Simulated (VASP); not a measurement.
Write the native input for VASP 6.6.1 that does the following.

```
Task                    : single point
Functional              : LDA
Potentials or basis     : VASP PAW LDA potentials, release 64 (Hg, P)
Cutoff                  : 520 eV
k mesh                  : 6 × 6 × 6
Occupations             : gaussian, width 0.02 eV
Spin                    : no spin polarisation
Dipole correction       : no
k mesh for the DOS      : 9 × 9 × 9
Occupations for the DOS : tetrahedron
Further INCAR settings  : ALGO = Normal; EDIFF = 1e-06
```

Hg3P2:

```
CELL_PARAMETERS angstrom
3.61873 2.08927 3.59922
-3.61873 2.08927 3.59922
0.00000 -4.17855 3.59922
ATOMIC_POSITIONS crystal
Hg 0.50000 0.00000 0.00000
Hg 0.00000 0.50000 0.00000
Hg 0.00000 0.00000 0.50000
P 0.28435 0.28435 0.28435
P 0.71565 0.71565 0.71565
```

One way to write it, as run:

POSCAR

```
Hg3P2
1.0
    3.6187273446      2.0892732065      3.5992202581
   -3.6187273446      2.0892732065      3.5992202581
    0.0000000000     -4.1785464130      3.5992202581
Hg P
3 2
Direct
    0.5000000000      0.0000000000      0.0000000000
    0.0000000000      0.5000000000      0.0000000000
    0.0000000000      0.0000000000      0.5000000000
    0.2843539437      0.2843539437      0.2843539437
    0.7156460563      0.7156460563      0.7156460563
```

INCAR.step1

```
ALGO = Normal
EDIFF = 1E-6
ENCUT = 520
ISIF = 2
ISMEAR = 0
LASPH = T
LCHARG = T
LREAL = F
LWAVE = F
NBANDS = 31
NELM = 100
PREC = Accurate
SIGMA = 0.02
```

KPOINTS.step1

```
k-points
0
Gamma
  6 6 6
```

INCAR.step2

```
ALGO = Normal
EDIFF = 1E-6
ENCUT = 520
ICHARG = 11
ISIF = 2
ISMEAR = -5
LASPH = T
LCHARG = F
LORBIT = 11
LREAL = F
LWAVE = F
NEDOS = 2001
NELM = 100
PREC = Accurate
SIGMA = 0.02
```

KPOINTS.step2

```
k-points
0
Gamma
  9 9 9
```

Potentials or basis: VASP PAW LDA potentials, release 64 (Hg, P).

Launch:

```console
$ cat potpaw_LDA.64/Hg/POTCAR potpaw_LDA.64/P/POTCAR > POTCAR
$ cp INCAR.step1 INCAR
$ cp KPOINTS.step1 KPOINTS
$ mpirun -np 1 vasp_std > vasp.out
$ cp INCAR.step2 INCAR
$ cp KPOINTS.step2 KPOINTS
$ mpirun -np 1 vasp_std > vasp.out
```

It gave:

```
Valence electrons inside the program's atomic spheres : Hg 10.52; P 2.44
```

It took 2.4 min on 1 thread of Intel(R) Xeon(R) 6975P-C (Granite Rapids), on a shared host, peak memory 0.41 GiB.
